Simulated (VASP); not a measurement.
**As: single point with PBE**

The system is As.

```xyz
2
Lattice="1.8808 1.0859 3.5141 -1.8808 1.0859 3.5141 0.0000 -2.1718 3.5141" Properties=species:S:1:pos:R:3 pbc="T T T"
As    0.0000    0.0000    2.3825
As    0.0000    0.0000    8.1597
```

| Quantity | Value |
| --- | --- |
| Program | VASP 6.6.1 |
| Task | single point |
| Functional | PBE |
| Potentials or basis | VASP PAW PBE potentials, release 64 (As) |
| Cutoff | 520 eV |
| k mesh | 9 × 9 × 9 |
| Occupations | gaussian, width 0.018 eV |
| Spin | no spin polarisation |

- Pressure: 4.1 GPa
- Largest force: 0.491 eV/Å
- Band gap on the k mesh: zero (band 5 reaches 5.50 eV, above the bottom of band 6 at 5.39 eV)

Forces on the atoms (eV/Å):
```
As   0.000  0.000  0.491
As   0.000  0.000 -0.491
```

Stress tensor (GPa, compression positive):
```
4.25 0.00 0.00
0.00 4.25 0.00
0.00 0.00 3.65
```

Levels at points of the mesh, in eV from the Fermi level:
```tsv
k point	band 2	band 3	band 4	band 5	band 6	band 7	band 8	band 9
(0.00, 0.00, 0.00)	-5.78	-2.47	-2.04	-2.04	1.59	2.91	2.91	6.89
```

It took 13 s on 1 thread of Intel(R) Xeon(R) 6975P-C (Granite Rapids) (shared host), peak memory 0.18 GiB.
